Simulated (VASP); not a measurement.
The system is AgI.

```
CELL_PARAMETERS angstrom
4.55990 0.00000 0.00000
-2.27995 3.94899 0.00000
0.00000 0.00000 7.45389
ATOMIC_POSITIONS crystal
Ag 0.33333 0.66667 0.00000
Ag 0.66667 0.33333 0.50004
I 0.33333 0.66667 0.37496
I 0.66667 0.33333 0.87496
```

Base run:

* Program: VASP 6.6.1
* Functional: r2SCAN
* Potentials or basis: VASP PAW PBE potentials, release 64 (Ag, I)
* Cutoff: 550 eV
* k mesh: 6 × 6 × 4
* Occupations: fermi-dirac, width 0.05 eV
* Spin: no spin polarisation

Its results: band gap on the k mesh 1.83 eV; pressure 1.9 GPa.

Question: The run is repeated on the same cell with these changes: functional from r2SCAN to PBEsol; cutoff from 550 eV to 500 eV. What comes out?

Answer: Band gap on the k mesh 1.23 eV; pressure 0.0 GPa.

Caveats: the PAW data sets were made with another functional, which shifts forces and pressure a little; spin-orbit coupling is left out, which moves the levels of the heavy elements.

